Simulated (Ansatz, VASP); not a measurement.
Ru: VASP beside Ansatz

The input INCAR:

```
PREC = Accurate
ENCUT = 520
EDIFF = 1E-8
ISMEAR = -1
SIGMA = 0.05
LREAL = False
LASPH = True
NELM = 150
ALGO = Normal
ISIF = 2
LWAVE = False
LCHARG = False
MAGMOM = 0 0 0
LORBIT = 11
LSORBIT = True
GGA_COMPAT = False
LORBMOM = True
LMAXMIX = 4
GGA = PE
LEFG = True
NBANDS = 25
```

File KPOINTS:

```
regular mesh
0
Gamma
  16 16 16
```

The input POSCAR:

```
Ru
1.0
    0.0000000000      1.9054056433      1.9054056433
    1.9054056433      0.0000000000      1.9054056433
    1.9054056433      1.9054056433      0.0000000000
Ru
1
Direct
    0.0000000000      0.0000000000      0.0000000000
```

Input for Ansatz:

```yaml
crystal:
  lattice:
    - [0.0, 1.9054056433, 1.9054056433]
    - [1.9054056433, 0.0, 1.9054056433]
    - [1.9054056433, 1.9054056433, 0.0]
  atoms:
    - { symbol: Ru, position: [0.0, 0.0, 0.0] }
kpoints:
  mp_grid: { grid: [16, 16, 16] }
  band_path:
    path:
      - [0.0, 0.0, 0.0]
      - [0.5, 0.0, 0.5]
      - [0.625, 0.25, 0.625]
      - [0.375, 0.375, 0.75]
      - [0.0, 0.0, 0.0]
      - [0.5, 0.5, 0.5]
      - [0.5, 0.25, 0.75]
      - [0.5, 0.0, 0.5]
    npoints: 5
scf:
  occupations: { method: fermi_dirac, width: 0.05 }
hamiltonian:
  xc: pbe
  pseudopotentials: { kind: paw_fr }
output:
  forces: true
  stress: true
  eigenvalues: true
  efg: { contact_densities: true }
magnetization:
  noncollinear: true
  spin_orbit: true
```

Alike in both runs: task electric field gradients; functional PBE; k mesh 16 × 16 × 16; occupations fermi-dirac, width 0.05 eV; non-collinear spin, spin-orbit coupling.

|  | VASP | Ansatz |
| --- | --- | --- |
| version | VASP 6.6.1 | Ansatz 0.2.0 |
| potentials or method | VASP PAW PBE potentials, release 64 (Ru_pv) | PAW with Ansatz's default frozen-core files, fully relativistic files with spin-orbit coupling |
| plane-wave cutoff (eV) | 520 | 420 |
| valence electrons in the cell | 14 | 16 |

```csv
,VASP,Ansatz,Ansatz less VASP
pressure (GPa),0.2,0.2,0.00
net moment per atom (μB),0.00,0.00,0.000
```

VASP's potentials hold 14 valence electrons a cell and Ansatz's 16, so a difference there can come from the potentials and not from the codes.
